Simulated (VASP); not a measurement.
# Ti (Fmmm) in VASP: further runs, part 2 of 2

VASP 6.6.1.

### Step 4. Single point, PBEsol (engineering shear strain xy -0.1467, normal strain along z +0.0000)

INCAR

```
SYSTEM = Ti
  ALGO = Fast
  EDIFF = 1E-7
  ENCUT = 520
  GGA = PS
  ISIF = 2
  ISMEAR = 0
  LASPH = .True.
  LCHARG = .False.
  LREAL = .False.
  LWAVE = .False.
  NBANDS = 12
  NELM = 60
  PREC = Accurate
  SIGMA = 0.15
```

KPOINTS

```
k-points
0
Gamma
  20 20 20
  0 0 0
```

POSCAR

```
Ti
1.0
   -1.7226735327      1.7226735327      1.6049504194
    1.7226735327     -1.7226735327      1.6049504194
    1.4872273061      1.4872273061     -1.6049504194
Ti
1
Direct
    0.0000000000      0.0000000000      0.0000000000
```

Potentials or basis: VASP PAW PBE potentials, release 64 (Ti_sv).

Run with:

```bash
> cat potpaw_PBE.64/Ti_sv/POTCAR > POTCAR
> mpirun -np 1 vasp_std > vasp.out
```

OUTCAR:

```text
SYSTEM = Ti
   EDIFF = 1E-7
   ENCUT = 520
   GGA = PS
   ISIF = 2
   ISMEAR = 0
   LASPH = .True.
   LREAL = .False.
   NELM = 60
   PREC = Accurate

 ion  position               nearest neighbor table
   1  0.000  0.000  0.000-

  LATTYP: Found a face centered orthorhombic cell.
 ALAT       =     3.2099008388
 B/A-ratio  =     1.3104809975
 C/A-ratio  =     1.5179461272

  Lattice vectors:

 A1 = (  -0.2354462266,   3.2099008388,   0.0000000000)
 A2 = (  -1.7226735327,   1.7226735327,   1.6049504194)
 A3 = (   1.4872273061,   1.4872273061,   1.6049504194)

Analysis of symmetry for initial positions (statically):
=====================================================================
 Subroutine PRICEL returns:
 Original cell was already a primitive cell.

 Routine SETGRP: Setting up the symmetry group for a
 face centered orthorhombic supercell.

 Subroutine GETGRP returns: Found  8 space group operations
 (whereof  8 operations were pure point group operations)
 out of a pool of  8 trial point group operations.

The static configuration has the point symmetry D_2h.

Analysis of symmetry for dynamics (positions and initial velocities):
=====================================================================
 Subroutine PRICEL returns:
 Original cell was already a primitive cell.

 Routine SETGRP: Setting up the symmetry group for a
 face centered orthorhombic supercell.

 Subroutine GETGRP returns: Found  8 space group operations
 (whereof  8 operations were pure point group operations)
 out of a pool of  8 trial point group operations.

The dynamic configuration has the point symmetry D_2h.

 Subroutine INISYM returns: Found  8 space group operations
 (whereof  8 operations are pure point group operations),
[... 116 lines left out ...]
  Fermi-wavevector in a.u.,A,eV,Ry     =   1.473787  2.785053 29.552492  2.172047
  Thomas-Fermi vector in A             =   2.588637
   LORBIT       =      0    0 simple, 1 ext, 2 COOP (PROOUT), +10 PAW based schemes
   GGA     = PS    functional components
   LHFCALC =     F    Hartree Fock is set to
   AEXX    =    0.0000 exact exchange contribution
   IVDW    =     0    specifies the selected vdW correction
   LEPSILON=     F    determine dielectric tensor
   LRPA    =     F    only Hartree local field effects (RPA)
 non-spin polarized calculation
 RMM-DIIS sequential band-by-band and
 Gauss-broadening in eV      SIGMA  =   0.15
  energy-cutoff  :      520.00
  volume of cell :       16.45
 maximum number of plane-waves:       464
 NGX is ok and might be reduce to    24
   NGX = 11   NGY = 11   NGZ =  9

 number of electron      12.0000002 magnetization

 Free energy of the ion-electron system (eV)
  ---------------------------------------------------
  ext. energy  EPLUGINS =         0.00000000
  ---------------------------------------------------
  free energy    TOTEN  =        -8.21022096 eV

  energy without entropy =       -8.18675579  energy(sigma->0) =       -8.19848838

 E-fermi :   8.5110     XC(G=0): -11.8830

 val. band max:        8.5094235466   @ k =   0.1000   0.0000   0.3000
 cond. band min:       8.5112803551   @ k =  -0.3000  -0.0000   0.0500
 fundamental gap:      0.0018568085
 Fermi energy:         8.5110356508

 k-point     1 :       0.0000    0.0000    0.0000
  band No.  band energies     occupation
      1     -47.6688      2.00000
      2     -23.6433      2.00000
      3     -23.5125      2.00000
      4     -23.4098      2.00000
      5       2.4875      2.00000
      6       8.7694      0.01486
      7       9.2329      0.00000
      8      10.3200      0.00000
      9      11.5365      0.00000
     10      11.8176      0.00000
     11      24.7218      0.00000
     12      26.5024      0.00000
[... 331 lines left out ...]
 k-point    24 :      -0.3500    0.0500    0.0000
  band No.  band energies     occupation
      1     -47.5407      2.00000
      2     -24.1367      2.00000
      3     -23.7628      2.00000
      4     -23.4742      2.00000
      5       5.3341      2.00000
      6       8.3010      1.95236
      7       8.8942      0.00030
      8      11.3970      0.00000
      9      11.6258      0.00000
     10      12.0251      0.00000
     11      21.0120      0.00000
     12      22.7825      0.00000

 [... further k-points ...]

------------------------ aborting loop because EDIFF is reached ----------------------------------------

  FORCE on cell =-STRESS in cart. coord.  units (eV):
  Direction    XX          YY          ZZ          XY          YZ          ZX
  --------------------------------------------------------------------------------------
  -------------------------------------------------------------------------------------
  Total       -0.0375471     -0.0375471      0.1141873      0.4559704     -0.0000000     -0.0000000
  in kB       -3.6575041     -3.6575041     11.1231153     44.4165949     -0.0000000     -0.0000000
  external PRESSURE =       1.2693691 kB  Pullay stress =       0.0000000 kB

 VOLUME and BASIS-vectors are now :
 -----------------------------------------------------------------------------
  energy-cutoff  :      520.00
  volume of cell :       16.45
      direct lattice vectors                 reciprocal lattice vectors
    -1.722673533  1.722673533  1.604950419     0.022974783  0.313221304  0.311536104
     1.722673533 -1.722673533  1.604950419     0.313221304  0.022974783  0.311536104
     1.487227306  1.487227306 -1.604950419     0.336196086  0.336196086  0.000000000

 POSITION                                       TOTAL-FORCE (eV/Angst)
 -----------------------------------------------------------------------------------
      0.00000      0.00000      0.00000         0.000000      0.000000     -0.000000
 -----------------------------------------------------------------------------------
    total drift:                                0.000000      0.000000     -0.000000

  FREE ENERGIE OF THE ION-ELECTRON SYSTEM (eV)
  ---------------------------------------------------
  free  energy   TOTEN  =        -8.2102209594 eV

  energy  without entropy=       -8.1867557911  energy(sigma->0) =       -8.19848838
```

stdout:

```text
POSCAR found type information on POSCAR Ti
 POSCAR found :  1 types and       1 ions
 scaLAPACK will be used
 -----------------------------------------------------------------------------
|                                                                             |
|                                                                             |
|     You enforced a specific xc type in the INCAR file but a different       |
[... 65 lines left out ...]
WARNING in EDDRMM: call to ZHEGV failed, returncode =   6  3      7
WARNING in EDDRMM: call to ZHEGV failed, returncode =   6  3      5
WARNING in EDDRMM: call to ZHEGV failed, returncode =   6  3      7
WARNING in EDDRMM: call to ZHEGV failed, returncode =   8  4      5
WARNING in EDDRMM: call to ZHEGV failed, returncode =   8  4      7
WARNING in EDDRMM: call to ZHEGV failed, returncode =   6  3      6
WARNING in EDDRMM: call to ZHEGV failed, returncode =   6  3      6
```

Wall time 2.7 min (1 thread of Intel Xeon 6975P-C (Granite Rapids), shared host); peak memory 0.33 GiB.

What came out:

| Quantity | Value |
| --- | --- |
| Free energy | -8.2102 eV |
| Pressure | 0.1 GPa |
| Band gap on the k mesh | zero (band 6 reaches 9.58 eV, above the bottom of band 7 at 7.88 eV) |

Caveat: the cell differs from its parent crystal (engineering shear strain xy -0.1467, normal strain along z +0.0000); the PAW data sets were made with another functional, which shifts forces and pressure a little.

### Step 5. Single point, PBEsol (engineering shear strain xy -0.2200, normal strain along z -0.1500)

INCAR

```
PREC     = Accurate       # precision mode
ENCUT    = 520            # plane-wave cutoff, eV
EDIFF    = 1E-7           # SCF threshold, eV
ISMEAR   = 0              # smearing method
SIGMA    = 0.15           # smearing width, eV
LREAL    = F              # projectors in reciprocal space
LASPH    = T              # aspherical terms in the spheres
NELM     = 100            # most SCF steps
ALGO     = Fast           # electronic algorithm
ISIF     = 2              # what is computed and relaxed
LWAVE    = F              # write WAVECAR
LCHARG   = T              # write CHGCAR
GGA      = PS             # functional
LELF     = T              # ELF
LVHAR    = T            
NBANDS   = 12             # bands
```

KPOINTS

```
Automatic mesh
0
Gamma
  20 20 20
```

POSCAR

```
Ti
1.0
   -1.7814949655      1.7814949655      1.3642078565
    1.7814949655     -1.7814949655      1.3642078565
    1.4284058733      1.4284058733     -1.3642078565
Ti
1
Direct
    0.0000000000      0.0000000000      0.0000000000
```

Run with:

```bash
> cat potpaw_PBE.64/Ti_sv/POTCAR > POTCAR
> mpirun -np 1 vasp_std > vasp.out
```

Run time: 5 min. Hardware: 1 thread of AMD EPYC 9R45 (Zen 5), shared host; peak memory 0.27 GiB.

Results (log left out):

- Free energy: -7.9722 eV
- Pressure: 24.4 GPa
- Band gap on the k mesh: zero (band 6 reaches 11.66 eV, above the bottom of band 7 at 9.83 eV)

Stress tensor (GPa, compression positive):
```
23.30 12.18  0.00
12.18 23.30  0.00
 0.00  0.00 26.74
```

Levels at points of the mesh, in eV from the Fermi level:
| k point | band 4 | band 5 | band 6 | band 7 | band 8 | band 9 |
| --- | --- | --- | --- | --- | --- | --- |
| (0.00, 0.00, 0.00) | -31.10 | -6.24 | -0.44 | 0.46 | 3.07 | 3.12 |
| (0.50, 0.00, 0.00) | -31.39 | -3.05 | -1.43 | 2.81 | 3.69 | 4.57 |
| (0.50, 0.50, 0.00) | -31.11 | -3.00 | -0.27 | -0.16 | 3.24 | 4.64 |
| (0.00, 0.00, 0.50) | -31.56 | -3.19 | 1.02 | 2.00 | 2.00 | 3.25 |
| (0.50, 0.50, 0.50) | -32.04 | -3.05 | -3.04 | 3.94 | 5.28 | 6.32 |

Caveat: the cell differs from its parent crystal (engineering shear strain xy -0.2200, normal strain along z -0.1500); the PAW data sets were made with another functional, which shifts forces and pressure a little.

### Step 6. Single point, PBEsol (engineering shear strain xy -0.1467, normal strain along z -0.1500)

INCAR

```
ALGO = Fast ; EDIFF = 1E-6
ENCUT = 520 ; GGA = PS
ISIF = 2 ; ISMEAR = 0
LASPH = True ; LCHARG = False
LREAL = False ; LWAVE = False
NBANDS = 12 ; NELM = 80
PREC = Accurate ; SIGMA = 0.15
```

KPOINTS

```
k-points
0
Gamma
  20 20 20
```

POSCAR

```
Ti
1.0
   -1.7226735327      1.7226735327      1.3642078565
    1.7226735327     -1.7226735327      1.3642078565
    1.4872273061      1.4872273061     -1.3642078565
Ti
1
Direct
    0.0000000000      0.0000000000      0.0000000000
```

Potentials or basis: VASP PAW PBE potentials, release 64 (Ti_sv).

Run with:

```bash
> cat potpaw_PBE.64/Ti_sv/POTCAR > POTCAR
> mpirun -np 1 vasp_std > vasp.out
```

OUTCAR:

```text
EDIFF = 1E-6
   ENCUT = 520
   GGA = PS
   ISIF = 2
   ISMEAR = 0
   LASPH = True
   LREAL = False
   NELM = 80
   PREC = Accurate

 ion  position               nearest neighbor table
   1  0.000  0.000  0.000-

  LATTYP: Found a face centered orthorhombic cell.
 ALAT       =     2.7284157130
 B/A-ratio  =     1.5417423500
 C/A-ratio  =     1.7858189732

  Lattice vectors:

 A1 = (   3.2099008388,  -0.2354462266,   0.0000000000)
 A2 = (   1.7226735327,  -1.7226735327,  -1.3642078565)
 A3 = (   1.4872273061,   1.4872273061,  -1.3642078565)

Analysis of symmetry for initial positions (statically):
=====================================================================
 Subroutine PRICEL returns:
 Original cell was already a primitive cell.

 Routine SETGRP: Setting up the symmetry group for a
 face centered orthorhombic supercell.

 Subroutine GETGRP returns: Found  8 space group operations
 (whereof  8 operations were pure point group operations)
 out of a pool of  8 trial point group operations.

The static configuration has the point symmetry D_2h.

Analysis of symmetry for dynamics (positions and initial velocities):
=====================================================================
 Subroutine PRICEL returns:
 Original cell was already a primitive cell.

 Routine SETGRP: Setting up the symmetry group for a
 face centered orthorhombic supercell.

 Subroutine GETGRP returns: Found  8 space group operations
 (whereof  8 operations were pure point group operations)
 out of a pool of  8 trial point group operations.

The dynamic configuration has the point symmetry D_2h.

 Subroutine INISYM returns: Found  8 space group operations
 (whereof  8 operations are pure point group operations),
 and found     1 'primitive' translations

----------------------------------------------------------------------------------------

                                     Primitive cell

  volume of cell :      13.9804
[... 115 lines left out ...]
   IVDW    =     0    specifies the selected vdW correction
   LEPSILON=     F    determine dielectric tensor
   LRPA    =     F    only Hartree local field effects (RPA)
 non-spin polarized calculation
 RMM-DIIS sequential band-by-band and
 Gauss-broadening in eV      SIGMA  =   0.15
  energy-cutoff  :      520.00
  volume of cell :       13.98
 maximum number of plane-waves:       388
 NGX is ok and might be reduce to    24
   NGX = 11   NGY = 11   NGZ =  9

 number of electron      12.0000000 magnetization

 Free energy of the ion-electron system (eV)
  ---------------------------------------------------
  ext. energy  EPLUGINS =         0.00000000
  ---------------------------------------------------
  free energy    TOTEN  =        -8.04806934 eV

  energy without entropy =       -8.03311650  energy(sigma->0) =       -8.04059292

 E-fermi :  10.4355     XC(G=0): -12.6875

 val. band max:       10.4354417597   @ k =  -0.4500   0.4500   0.0000
 cond. band min:      10.4355775164   @ k =   0.4500   0.3000   0.0000
 fundamental gap:      0.0001357567
 Fermi energy:        10.4355046679

 k-point     1 :       0.0000    0.0000    0.0000
  band No.  band energies     occupation
      1     -45.5842      2.00000
      2     -21.3473      2.00000
      3     -21.0586      2.00000
      4     -20.8899      2.00000
      5       4.1208      2.00000
      6      10.2672      1.88743
      7      11.3503      0.00000
      8      13.0493      0.00000
      9      13.0836      0.00000
     10      14.7005      0.00000
     11      26.6480      0.00000
     12      30.0221      0.00000
[... 331 lines left out ...]
 k-point    24 :      -0.3500    0.0500   -0.0000
  band No.  band energies     occupation
      1     -45.3231      2.00000
      2     -22.1220      2.00000
      3     -21.5162      2.00000
      4     -21.0933      2.00000
      5       7.1664      2.00000
      6       9.6323      2.00000
      7      11.2574      0.00000
      8      13.8854      0.00000
      9      14.2505      0.00000
     10      14.4892      0.00000
     11      25.2620      0.00000
     12      26.3130      0.00000

 [... further k-points ...]

------------------------ aborting loop because EDIFF is reached ----------------------------------------

  FORCE on cell =-STRESS in cart. coord.  units (eV):
  Direction    XX          YY          ZZ          XY          YZ          ZX
  --------------------------------------------------------------------------------------
  -------------------------------------------------------------------------------------
  Total        2.0866860      2.0866860      1.9836068      0.6335031      0.0000000      0.0000000
  in kB      239.1370256    239.1370256    227.3240103     72.6003061      0.0000000      0.0000000
  external PRESSURE =     235.1993538 kB  Pullay stress =       0.0000000 kB

 VOLUME and BASIS-vectors are now :
 -----------------------------------------------------------------------------
  energy-cutoff  :      520.00
  volume of cell :       13.98
      direct lattice vectors                 reciprocal lattice vectors
    -1.722673533  1.722673533  1.364207856     0.022974783  0.313221304  0.366513063
     1.722673533 -1.722673533  1.364207856     0.313221304  0.022974783  0.366513063
     1.487227306  1.487227306 -1.364207856     0.336196086  0.336196086  0.000000000

 POSITION                                       TOTAL-FORCE (eV/Angst)
 -----------------------------------------------------------------------------------
      0.00000      0.00000      0.00000        -0.000000     -0.000000     -0.000000
 -----------------------------------------------------------------------------------
    total drift:                               -0.000000     -0.000000      0.000000

  FREE ENERGIE OF THE ION-ELECTRON SYSTEM (eV)
  ---------------------------------------------------
  free  energy   TOTEN  =        -8.0480693364 eV

  energy  without entropy=       -8.0331165017  energy(sigma->0) =       -8.04059292
```

stdout:

```text
POSCAR found type information on POSCAR Ti
 POSCAR found :  1 types and       1 ions
 scaLAPACK will be used
 -----------------------------------------------------------------------------
|                                                                             |
|                                                                             |
|     You enforced a specific xc type in the INCAR file but a different       |
[... 27 lines left out ...]
WARNING in EDDRMM: call to ZHEGV failed, returncode =   6  3      5
WARNING in EDDRMM: call to ZHEGV failed, returncode =   8  4      5
WARNING in EDDRMM: call to ZHEGV failed, returncode =   8  4     12
WARNING in EDDRMM: call to ZHEGV failed, returncode =   8  4     12
WARNING in EDDRMM: call to ZHEGV failed, returncode =   6  3      8
WARNING in EDDRMM: call to ZHEGV failed, returncode =   6  3      5
WARNING in EDDRMM: call to ZHEGV failed, returncode =   6  3     11
```

Run time: 4.3 min. Hardware: 1 thread of AMD EPYC 9R45 (Zen 5), shared host; peak memory 0.26 GiB.

Results:

| Property | Result |
| --- | --- |
| Free energy | -8.0481 eV |
| Pressure | 23.5 GPa |
| Band gap on the k mesh | zero (band 6 reaches 11.49 eV, above the bottom of band 7 at 9.87 eV) |

Caveat: the cell differs from its parent crystal (engineering shear strain xy -0.1467, normal strain along z -0.1500); the PAW data sets were made with another functional, which shifts forces and pressure a little.

### Step 7. Single point, PBEsol (engineering shear strain xy -0.2200, normal strain along z -0.1000)

INCAR

```
PREC = Accurate
ENCUT = 520
EDIFF = 1E-6
ISMEAR = 0
SIGMA = 0.15
LREAL = F
LASPH = T
NELM = 80
ALGO = Fast
ISIF = 2
LWAVE = F
LCHARG = T
GGA = PS
LELF = T
LVHAR = T
NBANDS = 12
```

KPOINTS

```
regular mesh
0
Gamma
  20 20 20
```

POSCAR

```
Ti
1.0
   -1.7814949655      1.7814949655      1.4444553775
    1.7814949655     -1.7814949655      1.4444553775
    1.4284058733      1.4284058733     -1.4444553775
Ti
1
Direct
    0.0000000000      0.0000000000      0.0000000000
```

Run with:

```bash
> cat potpaw_PBE.64/Ti_sv/POTCAR > POTCAR
> mpirun -np 1 vasp_std > vasp.out
```

Wall time 3.6 min (1 thread of AMD EPYC 9R45 (Zen 5), shared host); peak memory 0.27 GiB.

The run converged. Its results:

| Property | Result |
| --- | --- |
| Free energy | -8.0809 eV |
| Pressure | 14.5 GPa |
| Band gap on the k mesh | zero (band 6 reaches 10.81 eV, above the bottom of band 7 at 9.20 eV) |

Stress tensor (GPa, compression positive):
```
13.69  8.83  0.00
 8.83 13.69  0.00
 0.00  0.00 16.23
```

Levels at points of the mesh, in eV from the Fermi level:
```tsv
k point	band 3	band 4	band 5	band 6	band 7	band 8	band 9	band 10
(0.00, 0.00, 0.00)	-31.57	-31.32	-6.17	-0.09	0.20	2.72	3.48	4.00
(0.50, 0.00, 0.00)	-32.03	-31.51	-2.82	-1.09	2.26	3.62	4.12	5.13
(0.50, 0.50, 0.00)	-31.67	-31.34	-2.92	-0.50	-0.20	3.60	4.45	4.71
(0.00, 0.00, 0.50)	-32.25	-31.73	-3.01	0.52	2.20	2.29	3.30	6.14
(0.50, 0.50, 0.50)	-32.39	-32.11	-2.85	-2.65	3.66	4.87	6.02	8.57
```

Caveat: the cell differs from its parent crystal (engineering shear strain xy -0.2200, normal strain along z -0.1000); the PAW data sets were made with another functional, which shifts forces and pressure a little.

### Step 8. Summary

```csv
cell,further INCAR settings,gap on the mesh (eV),pressure (GPa)
"a = 2.804, b = 2.804, c = 2.666 Å, angles 108.1, 108.1, 114.1°, 1 atom",ALGO = Fast; EDIFF = 1e-06; NBANDS = 12,none,6.1
"a = 2.987, b = 2.987, c = 2.580 Å, angles 109.5, 109.5, 115.0°, 1 atom",ALGO = Fast; EDIFF = 1e-06; NBANDS = 12,none,0.3
"a = 2.917, b = 2.917, c = 2.646 Å, angles 109.5, 109.5, 113.2°, 1 atom",ALGO = Fast; EDIFF = 1e-07; NBANDS = 12,none,0.1
"a = 2.865, b = 2.865, c = 2.438 Å, angles 105.5, 105.5, 123.1°, 1 atom",ALGO = Fast; EDIFF = 1e-07; NBANDS = 12,none,24.4
"a = 2.792, b = 2.792, c = 2.507 Å, angles 105.4, 105.4, 121.5°, 1 atom",ALGO = Fast; EDIFF = 1e-06; NBANDS = 12,none,23.5
"a = 2.904, b = 2.904, c = 2.483 Å, angles 106.8, 106.8, 120.3°, 1 atom",ALGO = Fast; EDIFF = 1e-06; NBANDS = 12,none,14.5
```

Alike in all rows: task single point; level PBEsol; potentials or basis VASP PAW PBE potentials, release 64 (Ti_sv); no spin polarisation; k mesh 20 × 20 × 20; cutoff (eV) 520; smearing gaussian 0.15 eV.

Caveats: the PAW data sets were made with another functional, which shifts forces and pressure a little.

Absolute energies hang on the potentials; compare differences alone.
